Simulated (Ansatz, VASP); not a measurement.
**One calculation of NaCl, two programs**

INCAR

```
PREC = Accurate
ENCUT = 500
EDIFF = 1E-6
ISMEAR = 0
SIGMA = 0.05
LREAL = F
LASPH = T
NELM = 120
ALGO = Normal
ISIF = 2
LWAVE = F
LCHARG = F
GGA = PS
NBANDS = 14
GGA_COMPAT = F
```

The input KPOINTS:

```
regular mesh
0
Gamma
  8 8 8
```

POSCAR

```
NaCl
1.0
    3.5021900000      0.0000000000      0.0000000000
    0.0000000000      3.5021900000      0.0000000000
    0.0000000000      0.0000000000      3.5021900000
Na Cl
1 1
Direct
    0.0000000000      0.0000000000      0.0000000000
    0.5000000000      0.5000000000      0.5000000000
```

Input for Ansatz:

```yaml
crystal:
  lattice:
    - [3.50219, 0.0, 0.0]
    - [0.0, 3.50219, 0.0]
    - [0.0, 0.0, 3.50219]
  atoms:
    - { symbol: Na, position: [0.0, 0.0, 0.0] }
    - { symbol: Cl, position: [0.5, 0.5, 0.5] }
basis:
  ecutwfc: 420
kpoints:
  mp_grid: { grid: [8, 8, 8] }
hamiltonian:
  xc: pbesol
scf:
  occupations: { method: gaussian, width: 0.05 }
output:
  forces: true
  stress: true
  eigenvalues: true
```

Alike in both runs: task single point; functional PBEsol; k mesh 8 × 8 × 8; occupations gaussian, width 0.05 eV; no spin polarisation.

|  | VASP | Ansatz |
| --- | --- | --- |
| version | VASP 6.6.1 | Ansatz 0.2.0 |
| potentials or method | VASP PAW PBE potentials, release 64 (Na_pv, Cl), cutoff 500 eV | scalar-relativistic, plane waves, PAW |
| valence electrons in the cell | 14 | 16 |

|  | VASP | Ansatz | Ansatz less VASP |
| --- | --- | --- | --- |
| gap on the k mesh at the Fermi level (eV) | 3.84 | 3.84 | +0.003 |
| least direct gap on the mesh (eV) | 4.34 | 4.34 | +0.003 |
| pressure (GPa) | -1.2 | -1.2 | +0.02 |

VASP's potentials were made for PBE, not for PBEsol. With one functional, cell and mesh, what is left measures potentials, basis and numerics. VASP's potentials hold 14 valence electrons a cell and Ansatz's 16, so a difference there can come from the potentials and not from the codes.
